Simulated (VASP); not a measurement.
Wanted: the native input for a VASP 6.6.1 run.

```
Task                               : single point
Functional                         : PBE0
Potentials or basis                : VASP PAW PBE potentials, release 64 (In_d, P)
Cutoff                             : 400 eV
k mesh                             : 4 × 4 × 4
Occupations                        : gaussian, width 0.01 eV
Spin                               : no spin polarisation
Dipole correction                  : no
Grid for exact exchange (PRECFOCK) : Normal
Further INCAR settings             : ALGO = Normal; EDIFF = 1e-06; NBANDS = 16
Share of exact exchange            : 0.25
```

The system is InP.

```
CELL_PARAMETERS angstrom
0.00000 2.95381 2.95381
2.95381 0.00000 2.95381
2.95381 2.95381 0.00000
ATOMIC_POSITIONS crystal
In 0.00000 0.00000 0.00000
P 0.25000 0.25000 0.25000
```

These files were run (other wordings do the same):

POSCAR

```
InP
1.0
    0.0000000000      2.9538133435      2.9538133435
    2.9538133435      0.0000000000      2.9538133435
    2.9538133435      2.9538133435      0.0000000000
In P
1 1
Direct
    0.0000000000      0.0000000000      0.0000000000
    0.2500000000      0.2500000000      0.2500000000
```

INCAR.step1

```
PREC     = Accurate       # precision mode
ENCUT    = 400            # plane-wave cutoff, eV
EDIFF    = 1E-5           # SCF threshold, eV
ISMEAR   = 0              # smearing method
SIGMA    = 0.01           # smearing width, eV
LREAL    = False          # projectors in reciprocal space
LASPH    = True           # aspherical terms in the spheres
NELM     = 120            # most SCF steps
ALGO     = Normal         # electronic algorithm
ISIF     = 2              # what is computed and relaxed
LWAVE    = True           # write WAVECAR
LCHARG   = False          # write CHGCAR
NBANDS   = 16             # bands
GGA      = PE             # functional
GGA_COMPAT= False
```

INCAR.step2

```
PREC     = Accurate       # precision mode
ENCUT    = 400            # plane-wave cutoff, eV
EDIFF    = 1E-6           # SCF threshold, eV
ISMEAR   = 0              # smearing method
SIGMA    = 0.01           # smearing width, eV
LREAL    = False          # projectors in reciprocal space
LASPH    = True           # aspherical terms in the spheres
NELM     = 120            # most SCF steps
ALGO     = Normal         # electronic algorithm
ISIF     = 2              # what is computed and relaxed
LWAVE    = False          # write WAVECAR
LCHARG   = False          # write CHGCAR
GGA      = PE             # functional
LHFCALC  = True           # exact exchange
AEXX     = 0.25           # exact-exchange fraction
PRECFOCK = Normal       
NBANDS   = 16             # bands
ISTART   = 1            
GGA_COMPAT= False
```

KPOINTS

```
Automatic mesh
0
Gamma
  4 4 4
```

Potentials or basis: VASP PAW PBE potentials, release 64 (In_d, P).

The run is started by

```sh
$ cat potpaw_PBE.64/In_d/POTCAR potpaw_PBE.64/P/POTCAR > POTCAR
$ cp INCAR.step1 INCAR
$ mpirun -np 1 vasp_std > vasp.out
$ cp INCAR.step2 INCAR
$ mpirun -np 1 vasp_std > vasp.out
```

It gave:

```
Pressure               : -0.5 GPa
Band gap on the k mesh : 2.10 eV
```

Caveat: the k points lie up to 0.46 Å⁻¹ apart; the PAW data sets were made with another functional, which shifts forces and pressure a little; spin-orbit coupling is left out, which moves the levels of the heavy elements.

Wall time 5.6 min on 1 thread of Intel(R) Xeon(R) Platinum 8375C CPU @ 2.90GHz (Ice Lake), with other jobs on the host, peak memory 0.16 GiB.
